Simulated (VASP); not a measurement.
Runs of VASP 6.6.1 on Al. The structure is that of space group P6_3/mmc (No. 194), or close to it. The cells are those of the table. 

```csv
cell,gap on the mesh (eV),pressure (GPa)
"a = 2.647, b = 2.647, c = 5.496 Å, angles 90.0, 90.0, 120.0°, 2 atoms",none,(a)
"a = 2.851, b = 2.851, c = 4.736 Å, angles 90.0, 90.0, 120.0°, 2 atoms",none,-3.5
"a = 2.767, b = 2.767, c = 5.028 Å, angles 90.0, 90.0, 120.0°, 2 atoms",none,-2.4
"a = 2.969, b = 2.969, c = 4.367 Å, angles 90.0, 90.0, 120.0°, 2 atoms",none,-2.4
"a = 2.725, b = 2.725, c = 5.186 Å, angles 90.0, 90.0, 120.0°, 2 atoms",none,-1.0
```

Alike in all rows: task single point; level r2SCAN; potentials or basis VASP PAW PBE potentials, release 64 (Al); no spin polarisation; k mesh 24 × 24 × 12; cutoff (eV) 520; smearing gaussian 0.15 eV.

Problem. Fill in the values left out.

Solution. (a) 3.0.

Caveats: the PAW data sets were made with another functional, which shifts forces and pressure a little.

A gap of «none» marks levels without a gap at the run's occupations.
